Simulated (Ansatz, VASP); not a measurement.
# In3P in VASP and in Ansatz

```
In P
1.0
     2.08244   -2.72088    0.00000
     2.08244    2.72088    0.00000
     0.00000    0.00000    8.83452
In P
3 1
Direct
  0.50000 0.50000 0.79160
  0.00000 0.00000 0.50000
  0.50000 0.50000 0.20840
  0.00000 0.00000 0.00000
```

Change from the starting cell: species swapped into the ReW3 type (Cmmm, No. 65).

Alike in both runs: functional PBE; k mesh 6 × 6 × 2; occupations gaussian, width 0.1 eV; no spin polarisation.

Ansatz relaxed the structure, and its values are those at the end. VASP's run is a single point on that final structure, the one shown.

|  | VASP | Ansatz |
| --- | --- | --- |
| version | VASP 6.6.1 | Ansatz 0.2.0 |
| potentials or method | VASP PAW PBE potentials, release 64 (In_d, P), cutoff 520 eV | scalar-relativistic, plane waves, PAW |
| valence electrons in the cell | 44 | 44 |

|  | VASP | Ansatz | Ansatz less VASP |
| --- | --- | --- | --- |
| gap on the k mesh at the Fermi level (eV) | none | none | - |
| pressure (GPa) | 0.0 | 0.0 | +0.03 |

A gap of «none» marks a metal or a gap that the smearing closes. The functional is the same, so the differences come from potentials, cutoffs and numerics.
